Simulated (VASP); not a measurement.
# Zr2H3 (R-3m) in VASP: further runs, part 2 of 2

VASP 6.6.1. The steps go on from the part before.

**3. Relaxation of cell and atoms, PBE**

This run uses another cell than the first one, of 10.28 Å³/atom, 0.824 times its volume.

The input, INCAR:

```
PREC = Accurate
ENCUT = 600
EDIFF = 1E-6
ISMEAR = 0
SIGMA = 0.1
LREAL = F
LASPH = T
NELM = 60
ALGO = Normal
ISIF = 3
LWAVE = F
LCHARG = F
GGA = PE
IBRION = 2
NSW = 90
EDIFFG = -0.04
```

The input, KPOINTS:

```
regular mesh
0
Gamma
  6 6 6
```

The input, POSCAR:

```
Zr2H3
1.0
    1.4739448036      0.8509824291      6.8324818316
   -1.4739448036      0.8509824291      6.8324818316
    0.0000000000     -1.7019648583      6.8324818316
Zr H
2 3
Direct
    0.4000000000      0.4000000000      0.4000000000
    0.6000000000      0.6000000000      0.6000000000
    0.0000000000      0.0000000000      0.0000000000
    0.2095000000      0.2095000000      0.2095000000
    0.7905000000      0.7905000000      0.7905000000
```

Potentials or basis: VASP PAW PBE potentials, release 64 (Zr_sv, H).

Run with:

```console
> cat potpaw_PBE.64/Zr_sv/POTCAR potpaw_PBE.64/H/POTCAR > POTCAR
> mpirun -np 1 vasp_std > vasp.out
```

OUTCAR:

```text
PREC = Accurate
   ENCUT = 600
   EDIFF = 1E-6
   ISMEAR = 0
   LREAL = F
   LASPH = T
   NELM = 60
   ISIF = 3
   GGA = PE
   IBRION = 2
   NSW = 90
   EDIFFG = -0.04

 ion  position               nearest neighbor table
   1  0.400  0.400  0.400-   5 2.07   5 2.07   5 2.07   3 2.18   3 2.18   3 2.18   2 3.22   2 3.22
                             2 3.22
   2  0.600  0.600  0.600-   4 2.07   4 2.07   4 2.07   3 2.18   3 2.18   3 2.18   1 3.22   1 3.22
                             1 3.22
   3  0.000  0.000  0.000-   2 2.18   1 2.18   2 2.18   2 2.18   1 2.18   1 2.18
   4  0.209  0.209  0.209-   2 2.07   2 2.07   2 2.07
   5  0.791  0.791  0.791-   1 2.07   1 2.07   1 2.07

  LATTYP: Found a trigonal (rhomboedric) cell.
 ALAT       =     7.0412706494
 COS(alpha) =     0.9123624232

  Lattice vectors:

 A1 = (   1.4739448036,   0.8509824291,   6.8324818316)
 A2 = (  -1.4739448036,   0.8509824291,   6.8324818316)
 A3 = (   0.0000000000,  -1.7019648583,   6.8324818316)

Analysis of symmetry for initial positions (statically):
=====================================================================
 Subroutine PRICEL returns:
 Original cell was already a primitive cell.

 Routine SETGRP: Setting up the symmetry group for a
 trigonal (rhombohedral) supercell.

 Subroutine GETGRP returns: Found 12 space group operations
 (whereof 12 operations were pure point group operations)
 out of a pool of 12 trial point group operations.

The static configuration has the point symmetry D_3d.

Analysis of symmetry for dynamics (positions and initial velocities):
=====================================================================
 Subroutine PRICEL returns:
 Original cell was already a primitive cell.

 Routine SETGRP: Setting up the symmetry group for a
 trigonal (rhombohedral) supercell.

 Subroutine GETGRP returns: Found 12 space group operations
 (whereof 12 operations were pure point group operations)
[... 148 lines left out ...]

 number of electron      27.0000000 magnetization

 Free energy of the ion-electron system (eV)
  ---------------------------------------------------
  ext. energy  EPLUGINS =         0.00000000
  ---------------------------------------------------
  free energy    TOTEN  =       -27.83731131 eV

  energy without entropy =      -27.81921812  energy(sigma->0) =      -27.82826471

------------------------ aborting loop because EDIFF is reached ----------------------------------------

  FORCE on cell =-STRESS in cart. coord.  units (eV):
  Direction    XX          YY          ZZ          XY          YZ          ZX
  --------------------------------------------------------------------------------------
  -------------------------------------------------------------------------------------
  Total        6.9643942      6.9643942      2.2665280      0.0000000     -0.0000000     -0.0000000
  in kB      217.0013227    217.0013227     70.6220178      0.0000000     -0.0000000     -0.0000000
  external PRESSURE =     168.2082211 kB  Pullay stress =       0.0000000 kB
[... 98 lines left out ...]
  FREE ENERGIE OF THE ION-ELECTRON SYSTEM (eV)
  ---------------------------------------------------
  free  energy   TOTEN  =       -28.2303058654 eV

  energy  without entropy=      -28.2106898878  energy(sigma->0) =      -28.22049788

[... ionic steps 4 to 11 ...]

--------------------------------------- Ionic step       12  -------------------------------------------

 number of electron      27.0000001 magnetization

------------------------ aborting loop because EDIFF is reached ----------------------------------------
[... 73 lines left out ...]
--------------------------------------- Ionic step       14  -------------------------------------------

 number of electron      27.0000000 magnetization

 Free energy of the ion-electron system (eV)
  ---------------------------------------------------
  ext. energy  EPLUGINS =         0.00000000
  ---------------------------------------------------
  free energy    TOTEN  =       -28.34128115 eV

  energy without entropy =      -28.31565753  energy(sigma->0) =      -28.32846934

 E-fermi :   6.5224     XC(G=0): -10.0194

 val. band max:        6.5125299730   @ k =   0.5000   0.5000   0.1667
 cond. band min:       6.5321324777   @ k =  -0.3333   0.3333   0.3333
 fundamental gap:      0.0196025047
 Fermi energy:         6.5223525875

 k-point     1 :       0.0000    0.0000    0.0000
  band No.  band energies     occupation
      1     -42.3912      2.00000
      2     -42.3329      2.00000
      3     -20.7778      2.00000
      4     -20.3167      2.00000
      5     -19.9368      2.00000
      6     -19.9368      2.00000
[... 457 lines left out ...]
      4     -20.7297      2.00000
      5     -20.4257      2.00000
      6     -20.3238      2.00000
[... 9 lines left out ...]
     16       8.6592      0.00000
     17       9.0437      0.00000

 [... further k-points ...]
[... 5 lines left out ...]
  --------------------------------------------------------------------------------------
  -------------------------------------------------------------------------------------
  Total        0.1696107      0.1696107      0.1286771      0.0000000     -0.0000000      0.0000000
  in kB        4.2910279      4.2910279      3.2554381      0.0000000     -0.0000000      0.0000000
  external PRESSURE =       3.9458313 kB  Pullay stress =       0.0000000 kB
[... 20 lines left out ...]
  FREE ENERGIE OF THE ION-ELECTRON SYSTEM (eV)
  ---------------------------------------------------
  free  energy   TOTEN  =       -28.3412811522 eV

  energy  without entropy=      -28.3156575327  energy(sigma->0) =      -28.32846934

 reached required accuracy - stopping structural energy minimisation
```

CONTCAR:

```text
Zr2H3
   1.00000000000000
     1.5703467584750801    0.9066401236930733    7.4134562106556885
    -1.5703467584750801    0.9066401236930733    7.4134562106556885
     0.0000000000000000   -1.8132802475019885    7.4134562106569080
  Zr              H
     2     3
Direct
     0.3945024454859453    0.3945024454859453    0.3945024454859437
     0.6054975545140546    0.6054975545140546    0.6054975545140564
     0.0000000000000000    0.0000000000000000    0.0000000000000000
     0.2250403431861142    0.2250403431861142    0.2250403431861129
     0.7749596568138858    0.7749596568138858    0.7749596568138872

  0.00000000E+00  0.00000000E+00  0.00000000E+00
  0.00000000E+00  0.00000000E+00  0.00000000E+00
  0.00000000E+00  0.00000000E+00  0.00000000E+00
  0.00000000E+00  0.00000000E+00  0.00000000E+00
  0.00000000E+00  0.00000000E+00  0.00000000E+00
```

Run time: 15 min. Hardware: 1 thread of Intel Xeon Platinum 8375C at 2.90GHz (Ice Lake), shared host; peak memory 0.46 GiB.

Results:

```yaml
Free_energy: -28.3413 eV
Relaxed_volume: 12.67 Å³/atom
Relaxed_cell: a = 7.632 Å, b = 7.632 Å, c = 7.632 Å, α = 23.75°, β = 23.75°, γ = 23.75°
Space_group_after_relaxing_to_0.05_Å: R-3m (No. 166)
Energy_gained_by_relaxing: 100.8 meV/atom
Ionic_steps: 14
Pressure_after_relaxing: 0.4 GPa
Largest_force_after_relaxing: 0.025 eV/Å
```

Forces on the atoms (eV/Å):
```
Zr   0.000  0.000  0.025
Zr   0.000  0.000 -0.025
H    0.000  0.000  0.000
H    0.000  0.000 -0.019
H    0.000  0.000  0.019
```

Stress tensor (GPa, compression positive):
```
0.43 0.00 0.00
0.00 0.43 0.00
0.00 0.00 0.33
```

The path:
```csv
step,energy change (eV),largest force (eV/Å),pressure (GPa),volume (Å³)
1,0.0000,0.4147,16.82,51.42
2,-0.3783,0.5602,-3.62,59.84
3,-0.3930,0.5010,-0.83,58.30
4,-0.4284,0.4118,-0.59,58.11
5,-0.4682,0.2251,0.29,57.55
6,-0.4780,0.1071,0.16,57.71
7,-0.4780,0.1104,0.16,57.72
8,-0.4808,0.0989,0.22,57.88
9,-0.4877,0.0661,0.42,58.37
10,-0.4950,0.0239,0.90,59.35
11,-0.4963,0.0834,2.01,61.26
12,-0.4976,0.0775,1.84,61.46
13,-0.5008,0.0587,1.34,62.08
14,-0.5040,0.0253,0.39,63.33
```

Final structure:
```yaml
crystal:
  lattice:
    - [1.57035, 0.90664, 7.41346]
    - [-1.57035, 0.90664, 7.41346]
    - [0.00000, -1.81328, 7.41346]
  atoms:
    - { symbol: Zr, position: [0.39450, 0.39450, 0.39450] }
    - { symbol: Zr, position: [0.60550, 0.60550, 0.60550] }
    - { symbol: H, position: [0.00000, 0.00000, 0.00000] }
    - { symbol: H, position: [0.22504, 0.22504, 0.22504] }
    - { symbol: H, position: [0.77496, 0.77496, 0.77496] }
```

Levels at points of the mesh, in eV from the Fermi level:
```tsv
k point	band 11	band 12	band 13	band 14	band 15	band 16
(0.00, 0.00, 0.00)	-4.64	-0.78	-0.56	0.61	0.61	1.00
(0.50, 0.00, 0.00)	-3.82	-2.33	-2.08	0.38	1.31	2.72
(0.50, 0.50, 0.00)	-3.63	-2.55	-1.82	0.42	1.25	1.38
(0.50, 0.50, 0.50)	-3.76	-1.99	0.25	0.60	0.60	1.01
```

Caveat: the k points lie up to 0.39 Å⁻¹ apart in the final cell; the volume moved by over 15 % at a fixed basis, so the end points are rough.
